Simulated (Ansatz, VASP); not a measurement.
# Two plane-wave programs on TiCo

File POSCAR:

```
TiCo
1.0
    2.9887219807      0.0000000000      0.0000000000
    0.0000000000      3.0484964203      0.0000000000
    0.0000000000      0.0000000000      2.9887219807
Ti Co
1 1
Direct
    0.0000000000      0.0000000000      0.0000000000
    0.5000000000      0.5000000000      0.5000000000
```

The input INCAR.step1:

```
  PREC = Accurate
  ENCUT = 520
  ISMEAR = 0
  SIGMA = 0.05
  LREAL = False
  LASPH = True
  NELM = 150
  ISPIN = 2
  MAGMOM = -0.29 1.55
  LMAXMIX = 4
  NBANDS = 22
  GGA = PE
  ALGO = Normal
  EDIFF = 1E-4
  LWAVE = True
  LCHARG = False
```

INCAR.step2

```
  PREC = Accurate
  ENCUT = 520
  EDIFF = 1E-7
  ISMEAR = 0
  SIGMA = 0.05
  LREAL = False
  LASPH = True
  NELM = 150
  ALGO = Normal
  ISIF = 2
  LWAVE = False
  LCHARG = False
  ISPIN = 2
  MAGMOM = -0.29 1.55
  LORBIT = 11
  LMAXMIX = 4
  METAGGA = R2SCAN
  LMIXTAU = True
  NBANDS = 22
  ISTART = 1
```

The input KPOINTS:

```
Automatic mesh
0
Gamma
  12 12 12
```

Input for Ansatz:

```yaml
crystal:
  lattice:
    - [2.9887219807, 0.0, 0.0]
    - [0.0, 3.0484964203, 0.0]
    - [0.0, 0.0, 2.9887219807]
  atoms:
    - { symbol: Ti, position: [0.0, 0.0, 0.0], spin: -0.29 }
    - { symbol: Co, position: [0.5, 0.5, 0.5], spin: 1.55 }
basis:
  ecutwfc: 500
  ecutrho_ratio: 4
kpoints:
  mp_grid: { grid: [12, 12, 12] }
hamiltonian:
  xc: r2scan
scf:
  occupations: { method: gaussian, width: 0.05 }
output:
  forces: true
  stress: true
  eigenvalues: true
  populations: true
magnetization:
  spin_polarized: true
```

Change from the starting cell: strain e2 = +0.02, atoms carried along.

Alike in both runs: task single point; functional r2SCAN; k mesh 12 × 12 × 12; occupations gaussian, width 0.05 eV; collinear spin.

|  | VASP | Ansatz |
| --- | --- | --- |
| version | VASP 6.6.1 | Ansatz 0.2.0 |
| potentials or method | VASP PAW PBE potentials, release 64 (Ti_sv, Co), cutoff 520 eV | scalar-relativistic, plane waves, PAW |
| valence electrons in the cell | 21 | 29 |

|  | VASP | Ansatz | Ansatz less VASP |
| --- | --- | --- | --- |
| gap on the k mesh at the Fermi level (eV) | none | none | - |
| pressure (GPa) | -2.8 | -3.1 | -0.26 |
| traceless stress, the component that is largest in VASP (GPa) | -1.78 | -1.84 | -0.059 |
| net moment per atom (μB) | 0.45 | 0.45 | 0.000 |
| size of the moment on the site where the two differ most (μB) | 1.42 | 1.45 | +0.028 |

VASP's potentials were made for PBE, not for r2SCAN. Site moments also hang on the region over which each program counts them. A gap of «none» marks a metal or a gap that the smearing closes. VASP's potentials hold 21 valence electrons a cell and Ansatz's 29, so a difference there can come from the potentials and not from the codes. Ansatz's warnings: stability check not made.
